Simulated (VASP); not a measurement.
Write the native input for VASP 6.6.1 that does the following.

| Item | Value |
| --- | --- |
| Task | single point |
| Functional | LDA |
| Potentials or basis | VASP PAW LDA potentials, release 64 (Tl_d) |
| Cutoff | 520 eV |
| k mesh | 13 × 13 × 13 |
| Occupations | fermi-dirac, width 0.05 eV |
| Spin | no spin polarisation |
| Dipole correction | no |
| Further INCAR settings | ALGO = Normal; EDIFF = 1e-07; NBANDS = 12 |

The structure of Tl lies in POSCAR:

```
Tl
1.0
   -1.9798200000      1.9798200000      1.9410000000
    1.9798200000     -1.9798200000      1.9410000000
    1.9798200000      1.9798200000     -1.9410000000
Tl
1
Direct
    0.0000000000      0.0000000000      0.0000000000
```

This cell differs from its parent crystal: equal xx and yy strain of +2 %.

These files were run (other wordings do the same):

INCAR

```
ALGO = Normal ; EDIFF = 1E-7
ENCUT = 520 ; GGA = CA
ISIF = 2 ; ISMEAR = -1
LASPH = True ; LCHARG = False
LREAL = False ; LWAVE = False
NBANDS = 12 ; NELM = 80
PREC = Accurate ; SIGMA = 0.05
```

KPOINTS

```
k-points
0
Gamma
  13 13 13
```

Potentials or basis: VASP PAW LDA potentials, release 64 (Tl_d).

Launch:

```sh
$ cat potpaw_LDA.64/Tl_d/POTCAR > POTCAR
$ mpirun -np 1 vasp_std > vasp.out
```

It gave:

The pressure is -3.5 GPa and the band gap on the k mesh is zero (an odd number of electrons rules out a gap without spin polarisation).

Caveat: the cell differs from its parent crystal (equal xx and yy strain of +2 %); the cell stands under tension; spin-orbit coupling is left out, which moves the levels of the heavy elements.

Wall time 92 s on 1 thread of Intel Xeon 8259CL, on a shared host, peak memory 0.19 GiB.
